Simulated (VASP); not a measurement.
# CsCdCl3 (Pm-3m) in VASP: notebook, part 2 of 2

VASP 6.6.1.

## Step 3: Single point, LDA

This run uses another cell than the first one, of 28.19 Å³/atom, 1.100 times its volume.

INCAR reads:

```
SYSTEM = CsCdCl3
PREC     = Accurate       ! precision mode
ENCUT    = 500            ! plane-wave cutoff, eV
EDIFF    = 1E-6           ! SCF threshold, eV
ISMEAR   = 0              ! smearing method
SIGMA    = 0.02           ! smearing width, eV
LREAL    = .FALSE.        ! projectors in reciprocal space
LASPH    = .TRUE.         ! aspherical terms in the spheres
NELM     = 120            ! most SCF steps
ALGO     = Normal         ! electronic algorithm
ISIF     = 2              ! what is computed and relaxed
LWAVE    = .FALSE.        ! write WAVECAR
LCHARG   = .TRUE.         ! write CHGCAR
LELF     = .TRUE.         ! ELF
LVHAR    = .TRUE.       
NBANDS   = 29             ! bands
GGA_COMPAT= .FALSE.
```

KPOINTS reads:

```
regular mesh
0
G
  6 6 6
  0 0 0
```

POSCAR reads:

```
CsCdCl3
1.0
    5.2041975209      0.0000000000      0.0000000000
    0.0000000000      5.2041975209      0.0000000000
    0.0000000000      0.0000000000      5.2041975209
Cs Cd Cl
1 1 3
Direct
    0.0000000000      0.0000000000      0.0000000000
    0.5000000000      0.5000000000      0.5000000000
    0.0000000000      0.5000000000      0.5000000000
    0.5000000000      0.0000000000      0.5000000000
    0.5000000000      0.5000000000      0.0000000000
```

Potentials or basis: VASP PAW LDA potentials, release 64 (Cs_sv, Cd, Cl).

Run with:

```sh
> cat potpaw_LDA.64/Cs_sv/POTCAR potpaw_LDA.64/Cd/POTCAR potpaw_LDA.64/Cl/POTCAR > POTCAR
> mpirun -np 1 vasp_std > vasp.out
```

OUTCAR:

```text
SYSTEM = CsCdCl3
   PREC = Accurate
   ENCUT = 500
   EDIFF = 1E-6
   ISMEAR = 0
   LREAL = .FALSE.
   LASPH = .TRUE.
   NELM = 120
   ISIF = 2

 ion  position               nearest neighbor table
   1  0.000  0.000  0.000-
   2  0.500  0.500  0.500-   3 2.60   4 2.60   5 2.60   5 2.60   4 2.60   3 2.60
   3  0.000  0.500  0.500-   2 2.60   2 2.60
   4  0.500  0.000  0.500-   2 2.60   2 2.60
   5  0.500  0.500  0.000-   2 2.60   2 2.60

  LATTYP: Found a simple cubic cell.
 ALAT       =     5.2041975209

  Lattice vectors:

 A1 = (   5.2041975209,   0.0000000000,   0.0000000000)
 A2 = (   0.0000000000,   5.2041975209,   0.0000000000)
 A3 = (   0.0000000000,   0.0000000000,   5.2041975209)

Analysis of symmetry for initial positions (statically):
=====================================================================
 Subroutine PRICEL returns:
 Original cell was already a primitive cell.

 Routine SETGRP: Setting up the symmetry group for a
 simple cubic supercell.

 Subroutine GETGRP returns: Found 48 space group operations
[... 166 lines left out ...]

 E-fermi :  -0.0328     XC(G=0):  -9.1291

 val. band max:       -0.1196008476   @ k =   0.5000   0.5000   0.5000
 cond. band min:       1.4148895502   @ k =   0.0000   0.0000   0.0000
 fundamental gap:      1.5344903978
 Fermi energy:        -0.0328096591

 k-point     1 :       0.0000    0.0000    0.0000
  band No.  band energies     occupation
      1     -19.0527      2.00000
      2     -13.6582      2.00000
      3     -13.1044      2.00000
      4     -13.1044      2.00000
      5      -6.6802      2.00000
      6      -6.6802      2.00000
[... 629 lines left out ...]
     28       8.3888      0.00000
     29       8.3888      0.00000

------------------------ aborting loop because EDIFF is reached ----------------------------------------

  FORCE on cell =-STRESS in cart. coord.  units (eV):
  Direction    XX          YY          ZZ          XY          YZ          ZX
  --------------------------------------------------------------------------------------
  -------------------------------------------------------------------------------------
  Total       -1.5680186     -1.5680186     -1.5680186      0.0000000     -0.0000000     -0.0000000
  in kB      -17.8238077    -17.8238077    -17.8238077      0.0000000     -0.0000000     -0.0000000
  external PRESSURE =     -17.8238077 kB  Pullay stress =       0.0000000 kB

 VOLUME and BASIS-vectors are now :
 -----------------------------------------------------------------------------
  energy-cutoff  :      500.00
  volume of cell :      140.95
      direct lattice vectors                 reciprocal lattice vectors
     5.204197521  0.000000000  0.000000000     0.192152584  0.000000000  0.000000000
     0.000000000  5.204197521  0.000000000     0.000000000  0.192152584  0.000000000
     0.000000000  0.000000000  5.204197521     0.000000000  0.000000000  0.192152584

 POSITION                                       TOTAL-FORCE (eV/Angst)
 -----------------------------------------------------------------------------------
      0.00000      0.00000      0.00000         0.000000      0.000000      0.000000
      2.60210      2.60210      2.60210         0.000000      0.000000      0.000000
      0.00000      2.60210      2.60210         0.000000      0.000000      0.000000
      2.60210      0.00000      2.60210         0.000000      0.000000      0.000000
      2.60210      2.60210      0.00000         0.000000      0.000000      0.000000
 -----------------------------------------------------------------------------------
    total drift:                                0.000000      0.000000     -0.000000

  FREE ENERGIE OF THE ION-ELECTRON SYSTEM (eV)
  ---------------------------------------------------
  free  energy   TOTEN  =       -16.8037599894 eV

  energy  without entropy=      -16.8037599894  energy(sigma->0) =      -16.80375999
```

Wall time 39 s (1 thread of AMD EPYC 9R45 (Zen 5), shared host); peak memory 0.21 GiB.

Results:

```
Free energy            : -16.8038 eV
Pressure               : -1.8 GPa
Band gap on the k mesh : 1.53 eV, indirect (least direct gap 2.11 eV)
```

Caveat: spin-orbit coupling is left out, which moves the levels of the heavy elements.

## Step 4: Single point, LDA

This run uses another cell than the first one, of 28.19 Å³/atom, 1.100 times its volume.

INCAR reads:

```
ALGO = Normal
EDIFF = 1E-6
ENCUT = 500
GGA_COMPAT = False
ISIF = 2
ISMEAR = 0
LASPH = True
LCHARG = False
LREAL = False
LWAVE = False
NBANDS = 29
NELM = 120
PREC = Accurate
SIGMA = 0.02
```

KPOINTS reads:

```
k-points
0
Gamma
  6 6 6
```

POSCAR is that of step 3.

Run with:

```sh
> cat potpaw_LDA.64/Cs_sv/POTCAR potpaw_LDA.64/Cd/POTCAR potpaw_LDA.64/Cl/POTCAR > POTCAR
> mpirun -np 1 vasp_std > vasp.out
```

Wall time 37 s (1 thread of AMD EPYC 9R45 (Zen 5), shared host); peak memory 0.21 GiB.

The run converged. Its results:

```
Free energy            : -16.8038 eV
Pressure               : -1.8 GPa
Band gap on the k mesh : 1.53 eV, indirect (least direct gap 2.11 eV)
```

Levels at points of the mesh, in eV from the valence-band top:
| k point | band 19 | band 20 | band 21 | band 22 | band 23 | band 24 |
| --- | --- | --- | --- | --- | --- | --- |
| (0.00, 0.00, 0.00) | -0.57 | -0.57 | -0.57 | 1.53 | 5.57 | 5.90 |
| (0.50, 0.00, 0.00) | -0.90 | -0.85 | -0.85 | 4.27 | 6.92 | 7.22 |
| (0.50, 0.50, 0.00) | -1.06 | -0.29 | -0.01 | 6.05 | 7.05 | 7.05 |
| (0.50, 0.50, 0.50) | -0.27 | 0.00 | 0.00 | 5.66 | 5.66 | 5.66 |

Caveat: spin-orbit coupling is left out, which moves the levels of the heavy elements.

## Step 5: Relaxation of cell and atoms, LDA, target pressure 40 GPa, at which the enthalpy is minimised

This run uses another cell than the first one, of 19.18 Å³/atom, 0.748 times its volume.

INCAR reads:

```
SYSTEM = CsCdCl3
PREC     = Accurate       ! precision mode
ENCUT    = 500            ! plane-wave cutoff, eV
EDIFF    = 1E-7           ! SCF threshold, eV
ISMEAR   = 0              ! smearing method
SIGMA    = 0.02           ! smearing width, eV
LREAL    = .FALSE.        ! projectors in reciprocal space
LASPH    = .TRUE.         ! aspherical terms in the spheres
NELM     = 120            ! most SCF steps
ALGO     = Normal         ! electronic algorithm
ISIF     = 3              ! what is computed and relaxed
LWAVE    = .FALSE.        ! write WAVECAR
LCHARG   = .FALSE.        ! write CHGCAR
IBRION   = 2              ! ionic algorithm
NSW      = 70             ! ionic steps
EDIFFG   = -0.008         ! ionic threshold
PSTRESS  = 400.0        
GGA_COMPAT= .FALSE.      
NELMIN   = 4
```

KPOINTS reads:

```
regular mesh
0
G
  6 6 6
  0 0 0
```

Changes to POSCAR since step 4:

```diff
@@ -2,5 +2,5 @@
 1.0
-    5.2041975209      0.0000000000      0.0000000000
-    0.0000000000      5.2041975209      0.0000000000
-    0.0000000000      0.0000000000      5.2041975209
+    4.5774646387      0.0000000000      0.0000000000
+    0.0000000000      4.5774646387      0.0000000000
+    0.0000000000      0.0000000000      4.5774646387
 Cs Cd Cl
```

Run with:

```sh
> cat potpaw_LDA.64/Cs_sv/POTCAR potpaw_LDA.64/Cd/POTCAR potpaw_LDA.64/Cl/POTCAR > POTCAR
> mpirun -np 1 vasp_std > vasp.out
```

Run time: 73 s. Hardware: 1 thread of AMD EPYC 9R45 (Zen 5), shared host; peak memory 0.17 GiB.

Results (log left out):

```
Free energy                                            : -13.1847 eV
Relaxed volume                                         : 18.52 Å³/atom
Relaxed cell                                           : a = 4.524 Å, b = 4.524 Å, c = 4.524 Å, α = 90.00°, β = 90.00°, γ = 90.00°
Space group after relaxing (to 0.05 Å)                 : Pm-3m (No. 221)
Energy change on relaxing (the enthalpy is what falls) : +151.3 meV/atom
Ionic steps                                            : 4
Pressure after relaxing                                : 40.0 GPa
Band gap on the k mesh                                 : 1.81 eV, indirect (least direct gap 3.90 eV)
```

The path:
| step | energy change (eV) | largest force (eV/Å) | pressure (GPa) | volume (Å³) |
| --- | --- | --- | --- | --- |
| 1 | 0.0000 | 0.0000 | 33.25 | 95.91 |
| 2 | 3.0539 | 0.0000 | 59.93 | 85.13 |
| 3 | 0.7332 | 0.0000 | 39.78 | 92.69 |
| 4 | 0.7566 | 0.0000 | 39.99 | 92.59 |

Final structure:
```
Cs Cd Cl
1.0
     4.52405    0.00000    0.00000
     0.00000    4.52405    0.00000
     0.00000    0.00000    4.52405
Cs Cd Cl
1 1 3
Direct
  0.00000 0.00000 0.00000
  0.50000 0.50000 0.50000
  0.00000 0.50000 0.50000
  0.50000 0.00000 0.50000
  0.50000 0.50000 0.00000
```

Levels at points of the mesh, in eV from the valence-band top:
```
           k point  band 17  band 18  band 19  band 20  band 21  band 22  band 23  band 24  band 25
(0.00, 0.00, 0.00)    -3.29    -3.29    -2.10    -2.10    -2.10     1.81     3.52     3.52     5.20
(0.50, 0.00, 0.00)    -3.55    -3.05    -3.05    -2.70    -2.70     5.89     5.98     6.04     6.05
(0.50, 0.50, 0.00)    -3.46    -2.89    -2.89    -2.02    -0.03     6.53     6.53     6.61     6.88
(0.50, 0.50, 0.50)    -1.96    -1.96    -1.96     0.00     0.00     4.59     4.59     4.59     6.37
```

Caveat: the cell is relaxed towards a set pressure, so the enthalpy falls and the energy may rise; spin-orbit coupling is left out, which moves the levels of the heavy elements.

## Step 6: Summary

| task | cell | gap on the mesh (eV) | pressure (GPa) |
| --- | --- | --- | --- |
| single point | a = 5.042 Å, 5 atoms | 1.68 | 2.3 |
| single point | a = 5.204 Å, 5 atoms | 1.53 | -1.8 |
| relaxation of cell and atoms | relaxed to 40 GPa from a = 4.577 Å, 5 atoms | 1.81 | 40.0 |

Alike in all rows: level LDA; potentials or basis VASP PAW LDA potentials, release 64 (Cs_sv, Cd, Cl); no spin polarisation; k mesh 6 × 6 × 6; cutoff (eV) 500; smearing gaussian 0.02 eV.

Caveats: spin-orbit coupling is left out, which moves the levels of the heavy elements; the cell is relaxed towards a set pressure, so the enthalpy falls and the energy may rise (some runs).

Total energies depend on the potentials used, so only differences within one code and one set of settings carry meaning.
